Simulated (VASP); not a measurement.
Input of a VASP 6.6.1 run:

INCAR

```
SYSTEM = PtS4
PREC = Accurate
ENCUT = 400
EDIFF = 1E-6
ISMEAR = 0
SIGMA = 0.05
LREAL = .FALSE.
LASPH = .TRUE.
NELM = 120
ALGO = Normal
ISIF = 2
LWAVE = .FALSE.
LCHARG = .FALSE.
LDIPOL = .TRUE.
IDIPOL = 3
DIPOL = 0.5 0.5 0.500
GGA = PS
NBANDS = 25
GGA_COMPAT = .FALSE.
NELMDL = -8
```

Contents of KPOINTS:

```
regular mesh
0
G
  12 12 1
  0 0 0
```

POSCAR

```
PtS4
1.0
    3.5713268724      0.0000000000      0.0000000000
   -1.7856634362      3.0928597967      0.0000000000
    0.0000000000      0.0000000000     22.1433901852
S Pt
4 1
Direct
    0.3333333333      0.6666666667      0.3706502415
    0.6666666667      0.3333333333      0.4403022425
    0.3333333333      0.6666666667      0.5596977791
    0.6666666667      0.3333333333      0.6293497165
    0.0000000000      0.0000000000      0.5000000205
```

Potentials or basis: VASP PAW PBE potentials, release 64 (S, Pt).

Run with:

```console
$ cat potpaw_PBE.64/S/POTCAR potpaw_PBE.64/Pt/POTCAR > POTCAR
$ mpirun -np 1 vasp_std > vasp.out
```

(1) Estimate the largest force.

(2) What does it give for the band gap on the k mesh?

Answers

(1) 0.026 eV/Å.

(2) zero (bands 17 and 18 overlap by 0.45 eV).

Caveat: the PAW data sets were made with another functional, which shifts forces and pressure a little; spin-orbit coupling is left out, which moves the levels of the heavy elements.
